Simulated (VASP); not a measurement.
A run of VASP 6.6.1:

The input INCAR:

```
ALGO     = Normal         # electronic algorithm
EDIFF    = 1E-6           # SCF threshold, eV
EDIFFG   = -0.005         # ionic threshold
ENCUT    = 600            # plane-wave cutoff, eV
GGA      = PE             # functional
IBRION   = 2              # ionic algorithm
ISIF     = 3              # what is computed and relaxed
ISMEAR   = -1             # smearing method
LASPH    = T              # aspherical terms in the spheres
LCHARG   = F              # write CHGCAR
LREAL    = F              # projectors in reciprocal space
LWAVE    = F              # write WAVECAR
NELM     = 100            # most SCF steps
NSW      = 32             # ionic steps
PREC     = Accurate       # precision mode
PSTRESS  = -5.1         
SIGMA    = 0.1            # smearing width, eV
```

Contents of KPOINTS:

```
k-points
0
Gamma
  16 16 15
```

Contents of POSCAR:

```
Zn
1.0
    2.5766973775      0.0000000000      0.0000000000
   -1.2883486888      2.2314853867      0.0000000000
    0.0000000000      0.0000000000      3.1029685370
Zn
1
Direct
    0.0000000000      0.0000000000      0.0000000000
```

Potentials or basis: VASP PAW PBE potentials, release 64 (Zn).

Command:

```sh
$ cat potpaw_PBE.64/Zn/POTCAR > POTCAR
$ mpirun -np 1 vasp_std > vasp.out
```

Hardware: 1 thread of AMD EPYC 9R45 (Zen 5), on a shared host.

Estimate the wall time of this run.

Run time: 69 s on 1 thread of AMD EPYC 9R45 (Zen 5), with other jobs on the host, peak memory 0.15 GiB. Counts: scf iterations 34, k points 240, ion steps 6.
